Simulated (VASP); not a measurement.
BN: single point with r2SCAN

Crystal: BN.

```
B N
1.0
     2.56671    0.00000    0.00000
    -1.28335    2.22284    0.00000
     0.00000    0.00000    4.22685
B N
2 2
Cartesian
  1.2834 0.7409 4.2257
  0.0000 1.4819 2.1123
  1.2834 0.7409 2.6430
  0.0000 1.4819 0.5295
```

This cell differs from its parent crystal: strain +0.0050 x Voigt [1, 1, 0, 0, 0, 0].

```
Program             : VASP 6.6.1
Task                : single point
Functional          : r2SCAN
Potentials or basis : VASP PAW PBE potentials, release 64 (B_h, N_h)
Cutoff              : 910 eV
k mesh              : 12 × 12 × 6
Occupations         : gaussian, width 0.05 eV
Spin                : no spin polarisation
```

```
Pressure               : -8.9 GPa
Largest force          : 0.028 eV/Å
Band gap on the k mesh : 5.77 eV (least direct gap 8.85 eV)
```

Forces in eV/Å, atoms in the order of the input:
```
B    0.000  0.000  0.028
B    0.000  0.000  0.028
N    0.000  0.000 -0.028
N    0.000  0.000 -0.028
```

Stress tensor (GPa, compression positive):
```
-10.29   0.00   0.00
  0.00 -10.29   0.00
  0.00   0.00  -6.19
```

Levels at points of the mesh, in eV from the valence-band top:
```tsv
k point	band 4	band 5	band 6	band 7	band 8	band 9	band 10	band 11	band 12	band 13
(0.00, 0.00, 0.00)	-2.19	-2.19	-0.26	0.00	0.00	8.96	8.96	9.34	9.84	11.14
(0.50, 0.00, 0.00)	-7.98	-7.08	-5.09	-4.43	-2.13	7.17	8.56	11.23	11.97	13.74
(0.00, 0.00, 0.50)	-5.83	-1.21	-1.21	-1.21	-1.21	9.97	9.97	10.55	10.55	10.55
(0.50, 0.00, 0.50)	-10.23	-3.84	-3.84	-3.63	-3.63	7.13	7.13	10.59	10.59	15.09
```

It took 2.6 min on 1 thread of Intel(R) Xeon(R) Platinum 8488C (Sapphire Rapids) (shared host), peak memory 0.21 GiB.

Caveat: the cell differs from its parent crystal (strain +0.0050 x Voigt [1, 1, 0, 0, 0, 0]); the cutoff is under 1.25 times the usual one of these potentials, so pressure, stress and relaxed cells hold a basis-set (Pulay) error; the cell stands under tension; the PAW data sets were made with another functional, which shifts forces and pressure a little. A k mesh can miss the band edges.
